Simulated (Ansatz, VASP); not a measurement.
Given: the input of a run of VASP 6.6.1 on NaCl.

INCAR

```
ALGO = Normal
EDIFF = 1E-6
ENCUT = 520
GGA = PE
ISIF = 2
ISMEAR = -1
LASPH = T
LCHARG = F
LREAL = F
LWAVE = F
NBANDS = 14
NELM = 100
PREC = Accurate
SIGMA = 0.02
```

Contents of KPOINTS:

```
k-points
0
Gamma
  4 4 4
```

Contents of POSCAR:

```
NaCl
1.0
    3.5021900000      0.0000000000      0.0000000000
    0.0000000000      3.5021900000      0.0000000000
    0.0000000000      0.0000000000      3.5021900000
Cl Na
1 1
Direct
    0.5000000000      0.5000000000      0.5000000000
    0.0000000000      0.0000000000      0.0000000000
```

Potentials or basis: VASP PAW PBE potentials, release 64 (Cl, Na_pv).

Launch:

```sh
$ cat potpaw_PBE.64/Cl/POTCAR potpaw_PBE.64/Na_pv/POTCAR > POTCAR
$ mpirun -np 1 vasp_std > vasp.out
```

Q: Translate it to Ansatz 0.2.0. Potentials there: all-electron LAPW, scalar-relativistic.

A: As run (the cutoff follows the program's own potentials):

The input input.yaml:

```yaml
crystal:
  lattice:
    - [3.50219, 0.0, 0.0]
    - [0.0, 3.50219, 0.0]
    - [0.0, 0.0, 3.50219]
  atoms:
    - { symbol: Cl, position: [0.5, 0.5, 0.5] }
    - { symbol: Na, position: [0.0, 0.0, 0.0] }
kpoints:
  mp_grid: { grid: [4, 4, 4] }
scf:
  occupations: { method: fermi_dirac, width: 0.02 }
hamiltonian:
  xc: pbe
  pseudopotentials: { kind: all_electron, lapw: { basis_error: 0.002 } }
output:
  forces: true
  stress: true
  eigenvalues: true
```

Potentials or basis: all-electron LAPW, scalar-relativistic.

Run with:

```bash
$ ansatz run input.yaml --threads 1 --pin off --max-ram 3072MiB --backend cpu --events-out ev --progress --plain --runs-dir out
```

Both were run:

|  | VASP | Ansatz | Ansatz less VASP |
| --- | --- | --- | --- |
| gap on the k mesh at the Fermi level (eV) | 3.97 | 3.97 | 0.000 |
| least direct gap on the mesh (eV) | 4.46 | 4.46 | 0.000 |
| pressure (GPa) | 0.2 | 0.2 | +0.06 |

Ansatz ran all-electron here, and VASP with PAW potentials.

The k mesh is coarse, so the values compare programs but aren't converged.
